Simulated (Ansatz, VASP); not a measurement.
**One calculation of V, two programs**

```
V
1.0
    -1.48132    1.48132    1.48132
     1.48132   -1.48132    1.48132
     1.48132    1.48132   -1.48132
V
1
Direct
  0.00000 0.00000 0.00000
```

Alike in both runs: functional PBEsol; k mesh 20 × 20 × 20; occupations fermi-dirac, width 0.15 eV; no spin polarisation.

Ansatz relaxed the structure, and its values are those at the end. VASP's run is a single point on that final structure, the one shown.

|  | VASP | Ansatz |
| --- | --- | --- |
| version | VASP 6.6.1 | Ansatz 0.2.0 |
| potentials or method | VASP PAW PBE potentials, release 64 (V_sv), cutoff 520 eV | scalar-relativistic, plane waves, PAW |
| valence electrons in the cell | 13 | 13 |

```csv
,VASP,Ansatz,Ansatz less VASP
gap on the k mesh at the Fermi level (eV),none,none,-
pressure (GPa),0.1,0.0,-0.13
```

VASP's potentials were made for PBE, not for PBEsol, and Ansatz warns of the same on its side. A gap of «none» marks a metal or a gap that the smearing closes.
